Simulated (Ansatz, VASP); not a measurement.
CdTe: VASP beside Ansatz

```
CELL_PARAMETERS angstrom
0.00000 3.28211 3.28211
3.28211 0.00000 3.28211
3.28211 3.28211 0.00000
ATOMIC_POSITIONS crystal
Cd 0.00000 0.00000 0.00000
Te 0.75000 0.75000 0.75000
```

Alike in both runs: task relaxation of cell and atoms; functional RPBE; k mesh 8 × 8 × 8; occupations gaussian, width 0.02 eV; no spin polarisation.

|  | VASP | Ansatz |
| --- | --- | --- |
| version | VASP 6.6.1 | Ansatz 0.2.0 |
| potentials or method | VASP PAW PBE potentials, release 64 (Cd, Te) | scalar-relativistic, plane waves, PAW |
| plane-wave cutoff (eV) | 600 | 420 |
| valence electrons in the cell | 18 | 36 |

|  | VASP | Ansatz | Ansatz less VASP |
| --- | --- | --- | --- |
| gap on the k mesh at the Fermi level, each at its own relaxed structure (eV) | 0.59 | 0.60 | +0.008 |
| relaxed volume (Å³/atom) | 37.97 | 37.93 | -0.040 |
| relaxed cell length with the largest relative difference (Å) | 4.753 | 4.752 | -0.0017 |

VASP's potentials were made for PBE, not for RPBE. VASP's potentials hold 18 valence electrons a cell and Ansatz's 36, so a difference there can come from the potentials and not from the codes.

Neither program's run includes spin-orbit coupling.
